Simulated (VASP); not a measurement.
KBr: single point with revPBE+D3(BJ)

Crystal: KBr.

```xyz
2
Lattice="0.0000 3.3030 3.3030 3.3030 0.0000 3.3030 3.3030 3.3030 0.0000" Properties=species:S:1:pos:R:3 pbc="T T T"
Br    3.3030    3.3030    3.3030
K     0.0000    0.0000    0.0000
```

```json
{
 "Program": "VASP 6.6.1",
 "Task": "single point",
 "Functional": "revPBE",
 "Dispersion": "D3(BJ)",
 "Potentials or basis": "VASP PAW PBE potentials, release 64 (Br, K_sv)",
 "Cutoff": "520 eV",
 "k mesh": "7 × 7 × 7",
 "Occupations": "fermi-dirac, width 0.05 eV",
 "Spin": "no spin polarisation"
}
```

```
Pressure                   : 0.1 GPa
Band gap on the k mesh     : 4.72 eV
Dispersion energy per atom : -0.377 eV
```

Levels at points of the mesh, in eV from the valence-band top:
```
           k point  band 4  band 5  band 6  band 7  band 8  band 9  band 10  band 11  band 12  band 13
(0.00, 0.00, 0.00)  -11.32  -11.32    0.00    0.00    0.00    4.72     7.77     7.77     7.77     8.53
```

Run time: 44 s on 1 thread of Intel Xeon 8259CL, with other jobs on the host, peak memory 0.22 GiB.

Caveat: the PAW data sets were made with another functional, which shifts forces and pressure a little; an odd mesh through Γ misses points on the zone boundary, where band edges can lie.
